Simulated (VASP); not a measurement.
Input of a VASP 6.6.1 run:

The input INCAR:

```
SYSTEM = ZnO
ALGO     = Normal         ! electronic algorithm
EDIFF    = 1E-6           ! SCF threshold, eV
ENCUT    = 520            ! plane-wave cutoff, eV
GGA      = CA             ! functional
ISIF     = 2              ! what is computed and relaxed
ISMEAR   = 0              ! smearing method
LASPH    = .TRUE.         ! aspherical terms in the spheres
LCHARG   = .FALSE.        ! write CHGCAR
LREAL    = .FALSE.        ! projectors in reciprocal space
LWAVE    = .FALSE.        ! write WAVECAR
NBANDS   = 26             ! bands
NELM     = 60             ! most SCF steps
PREC     = Accurate       ! precision mode
SIGMA    = 0.02           ! smearing width, eV
```

File KPOINTS:

```
k-points
0
G
  15 15 8
  0 0 0
```

The input POSCAR:

```
ZnO
1.0
    3.1873267935      0.0000000000      0.0000000000
   -1.5936633968      2.7603059734      0.0000000000
    0.0000000000      0.0000000000      5.1529337165
Zn O
2 2
Direct
    0.3333333333      0.6666666667      0.0022895060
    0.6666666667      0.3333333333      0.5022895060
    0.3333333333      0.6666666667      0.3807104940
    0.6666666667      0.3333333333      0.8807104940
```

Potentials or basis: VASP PAW LDA potentials, release 64 (Zn, O).

Command:

```sh
$ cat potpaw_LDA.64/Zn/POTCAR potpaw_LDA.64/O/POTCAR > POTCAR
$ mpirun -np 1 vasp_std > vasp.out
```

(1) Estimate the band gap on the k mesh.

(2) What does it give for the pressure?

## Answers

(1) 0.81 eV.

(2) 1.1 GPa.
